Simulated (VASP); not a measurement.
Runs of VASP 6.6.1 on SnO2. The structure is that of space group I4_1/amd (No. 141), or close to it. The cells are those of the table. 

| cell | gap on the mesh (eV) | pressure (GPa) | largest force (eV/Å) |
| --- | --- | --- | --- |
| a = 5.580 Å, angles 134.8, 134.8, 65.9°, 6 atoms | (a) | 0.4 | 2.01 |
| a = 5.581 Å, angles 140.0, 140.0, 57.8°, 6 atoms | 3.14 | (c) | 1.00 |
| a = 5.869 Å, angles 138.8, 138.8, 59.7°, 6 atoms | 1.15 | -10.3 | 0.06 |
| a = 6.173 Å, angles 142.5, 142.5, 54.1°, 6 atoms | 0.70 | (b) | 0.87 |
| a = 5.693 Å, angles 137.5, 137.5, 61.7°, 6 atoms | 1.74 | -1.9 | 0.86 |
| a = 5.519 Å, angles 136.0, 136.0, 63.9°, 6 atoms | 2.38 | (d) | 2.33 |
| a = 5.993 Å, angles 141.3, 141.3, 55.9°, 6 atoms | 1.20 | -6.4 | 0.55 |
| a = 5.709 Å, angles 142.7, 142.7, 53.8°, 6 atoms | 3.31 | 47.9 | 0.44 |

Alike in all rows: task single point; level LDA; potentials or basis VASP PAW LDA potentials, release 64 (Sn_d, O); no spin polarisation; k mesh 10 × 10 × 10; cutoff (eV) 520; smearing gaussian 0.05 eV.

**Question.** Fill in the values left out.

**Answer.** (a) 1.96; (b) -11.4; (c) 32.1; (d) 10.3.

Caveats: spin-orbit coupling is left out, which moves the levels of the heavy elements; forces of over 1 eV/Å act on the atoms, so gaps and moduli don't describe the material at rest (at least some runs); the cell stands under pressure (at least some runs); the cell stands under tension (at least some runs).

A k mesh can miss the band edges, and the runs leave out spin-orbit coupling on Sn.
